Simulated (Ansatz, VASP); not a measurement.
**One calculation of GaN, two programs**

File INCAR:

```
SYSTEM = GaN
ALGO = Normal
EDIFF = 1E-6
ENCUT = 520
GGA = PE
ISIF = 2
ISMEAR = 0
LASPH = .TRUE.
LCHARG = .FALSE.
LREAL = .FALSE.
LWAVE = .FALSE.
NBANDS = 26
NELM = 100
PREC = Accurate
SIGMA = 0.01
```

Contents of KPOINTS:

```
k-points
0
G
  9 9 4
  0 0 0
```

The input POSCAR:

```
GaN
1.0
    3.0640555921      0.0000000000      0.0000000000
   -1.5320277960      2.6535499814      0.0000000000
    0.0000000000      0.0000000000      5.1954150271
Ga N
2 2
Direct
    0.0000000000      0.0000000000      0.0000000000
    0.0000000000      0.0000000000      0.5000000000
    0.3333333333      0.6666666667      0.2500000000
    0.6666666667      0.3333333333      0.7500000000
```

Input for Ansatz:

```yaml
crystal:
  lattice:
    - [3.0640555921, 0.0, 0.0]
    - [-1.532027796, 2.6535499814, 0.0]
    - [0.0, 0.0, 5.1954150271]
  atoms:
    - { symbol: Ga, position: [0.0, 0.0, 0.0] }
    - { symbol: Ga, position: [0.0, 0.0, 0.5] }
    - { symbol: "N", position: [0.3333333333, 0.6666666667, 0.25] }
    - { symbol: "N", position: [0.6666666667, 0.3333333333, 0.75] }
kpoints:
  mp_grid: { grid: [9, 9, 4] }
hamiltonian:
  xc: pbe
scf:
  occupations: { method: fixed }
  n_extra_bands: 5
output:
  forces: true
  stress: true
  eigenvalues: true
```

Alike in both runs: task single point; functional PBE; k mesh 9 × 9 × 4; no spin polarisation.

```csv
,VASP,Ansatz
version,VASP 6.6.1,Ansatz 0.2.0
potentials or method,"VASP PAW PBE potentials, release 64 (Ga_d, N)","plane waves, PAW"
plane-wave cutoff (eV),520,420
occupations,"gaussian, width 0.01 eV",fixed
valence electrons in the cell,36,36
```

Ansatz gave:

```
gap on the k mesh at the Fermi level (eV)                     : 0.64
pressure (GPa)                                                : -10.1
traceless stress, the component that is largest in VASP (GPa) : -1.26
```

Question: Which values does VASP return?

Answer: gap on the k mesh at the Fermi level (eV): 0.64; pressure (GPa): -9.5; traceless stress, the component that is largest in VASP (GPa): -1.23.
